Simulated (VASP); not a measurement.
Here is a VASP 6.6.1 calculation.

File INCAR:

```
PREC = Accurate
ENCUT = 520
EDIFF = 1E-7
ISMEAR = 0
SIGMA = 0.1
LREAL = F
LASPH = T
NELM = 80
ALGO = Normal
ISIF = 2
LWAVE = F
LCHARG = F
GGA = PE
NBANDS = 57
```

Contents of KPOINTS:

```
regular mesh
0
Gamma
  3 3 4
```

POSCAR

```
Sc3W
1.0
    5.8486382500      0.0000000000      0.0000000000
   -2.9243191200      5.0650693000      0.0000000000
    0.0000000000      0.0000000000      4.6575224900
Sc W
6 2
Direct
    0.1664708000      0.3329415900      0.2500000000
    0.6670584100      0.8335292000      0.2500000000
    0.1664708000      0.8335292000      0.2500000000
    0.8335292000      0.6670584100      0.7500000000
    0.3329415900      0.1664708000      0.7500000000
    0.8335292000      0.1664708000      0.7500000000
    0.3333333300      0.6666666700      0.7500000000
    0.6666666700      0.3333333300      0.2500000000
```

Potentials or basis: VASP PAW PBE potentials, release 64 (Sc_sv, W_sv).

Command:

```console
$ cat potpaw_PBE.64/Sc_sv/POTCAR potpaw_PBE.64/W_sv/POTCAR > POTCAR
$ mpirun -np 1 vasp_std > vasp.out
```

What does it give for the pressure?

23.0 GPa.

Estimate the largest force.

0.602 eV/Å.

Estimate the band gap on the k mesh.

zero (bands 47 and 48 overlap by 1.11 eV).

Stress tensor (GPa, compression positive):
```
22.37  0.00  0.00
 0.00 22.37  0.00
 0.00  0.00 24.26
```

Caveat: the k points lie up to 0.41 Å⁻¹ apart, too coarse for converged energies and pressures of a metal; spin-orbit coupling is left out, which moves the levels of the heavy elements.
